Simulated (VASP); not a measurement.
# HfB2: single point with r2SCANh

Crystal: HfB2.

```
CELL_PARAMETERS angstrom
3.14000 0.00000 0.00000
-1.57000 2.71932 0.00000
0.00000 0.00000 3.48000
ATOMIC_POSITIONS crystal
Hf 0.00000 0.00000 0.00000
B 0.66667 0.33333 0.50000
B 0.33333 0.66667 0.50000
```

| Property | Result |
| --- | --- |
| Program | VASP 6.6.1 |
| Task | single point |
| Functional | r2SCANh |
| Potentials or basis | VASP PAW PBE potentials, release 64 (Hf_pv, B) |
| Cutoff | 520 eV |
| k mesh | 5 × 5 × 4 |
| Occupations | fermi-dirac, width 0.05 eV |
| Spin | no spin polarisation |
| Dipole correction | no |
| Grid for exact exchange (PRECFOCK) | Normal |
| Further INCAR settings | ALGO = Normal; EDIFF = 1e-07; NBANDS = 15 |
| Share of exact exchange | 0.1 |

| Property | Result |
| --- | --- |
| Pressure | -2.4 GPa |
| Band gap on the k mesh | zero (bands 8 and 9 overlap by 0.80 eV) |

Stress tensor (GPa, compression positive):
```
-1.76  0.00  0.00
 0.00 -1.76  0.00
 0.00  0.00 -3.74
```

Levels at points of the mesh, in eV from the Fermi level:
```csv
k point,band 6,band 7,band 8,band 9,band 10,band 11
"(0.00, 0.00, 0.00)",-3.16,-3.15,-3.15,4.85,4.85,5.58
"(0.00, 0.00, 0.50)",-1.27,-1.27,0.80,0.80,1.55,1.55
```

Run time: 21 min on 1 thread of Intel(R) Xeon(R) Platinum 8259CL CPU @ 2.50GHz (Skylake/Cascade Lake) (shared host), peak memory 0.16 GiB.

Caveat: the k points lie up to 0.46 Å⁻¹ apart, too coarse for converged energies and pressures of a metal; the PAW data sets were made with another functional, which shifts forces and pressure a little; spin-orbit coupling is left out, which moves the levels of the heavy elements.
